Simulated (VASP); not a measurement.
Runs of VASP 6.6.1 on CaLa. The structure is that of space group P-6m2 (No. 187), or close to it. The cells are those of the table. 

```tsv
cell	gap on the mesh (eV)	pressure (GPa)
a = 3.922, b = 3.922, c = 6.543 Å, angles 90.0, 90.0, 120.0°, 2 atoms	none	(a)
a = 3.777, b = 3.777, c = 6.300 Å, angles 90.0, 90.0, 120.0°, 2 atoms	none	-2.6
a = 3.875, b = 3.875, c = 6.464 Å, angles 90.0, 90.0, 120.0°, 2 atoms	none	-3.8
a = 3.673, b = 3.673, c = 6.127 Å, angles 90.0, 90.0, 120.0°, 2 atoms	none	(b)
a = 3.619, b = 3.619, c = 6.037 Å, angles 90.0, 90.0, 120.0°, 2 atoms	none	0.4
a = 3.726, b = 3.726, c = 6.215 Å, angles 90.0, 90.0, 120.0°, 2 atoms	none	-1.8
a = 3.827, b = 3.827, c = 6.383 Å, angles 90.0, 90.0, 120.0°, 2 atoms	none	-3.2
```

Alike in all rows: task single point; level LDA; potentials or basis VASP PAW LDA potentials, release 64 (Ca_sv, La); no spin polarisation; k mesh 7 × 7 × 4; cutoff (eV) 520; smearing fermi-dirac 0.05 eV.

**Question.** Estimate the missing entries.

**Answer.** (a) -4.2; (b) -0.8.

Caveats: spin-orbit coupling is left out, which moves the levels of the heavy elements.

A k mesh can miss the band edges, and the runs leave out spin-orbit coupling on La.

A gap of «none» marks levels without a gap at the run's occupations.
